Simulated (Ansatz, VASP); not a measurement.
**Ge5W in VASP and in Ansatz**

```
CELL_PARAMETERS angstrom
6.29722 0.00000 0.00000
0.00000 6.29722 0.00000
0.00000 0.00000 3.29568
ATOMIC_POSITIONS crystal
Ge 0.00000 0.00000 0.00000
Ge 0.31369 0.00000 0.50000
Ge 0.68631 0.00000 0.50000
Ge 0.00000 0.31369 0.50000
Ge 0.00000 0.68631 0.50000
W 0.50000 0.50000 0.50000
```

Alike in both runs: functional PBE; k mesh 6 × 6 × 12; occupations gaussian, width 0.1 eV; no spin polarisation.

Ansatz relaxed the structure, and its values are those at the end. VASP's run is a single point on that final structure, the one shown.

```csv
,VASP,Ansatz
version,VASP 6.6.1,Ansatz 0.2.0
potentials or method,"VASP PAW PBE potentials, release 64 (Ge_d, W_sv), cutoff 520 eV","scalar-relativistic, plane waves, PAW"
valence electrons in the cell,84,84
```

VASP gave:

* gap on the k mesh at the Fermi level (eV): none
* pressure (GPa): 0.0
* rms of the force components (eV/Å): 0.004

Estimate Ansatz's values.

gap on the k mesh at the Fermi level (eV): none; pressure (GPa): 0.0; rms of the force components (eV/Å): 0.000.

A gap of «none» marks a metal or a gap that the smearing closes. With one functional, cell and mesh, what is left measures potentials, basis and numerics.

Neither program's run includes spin-orbit coupling.
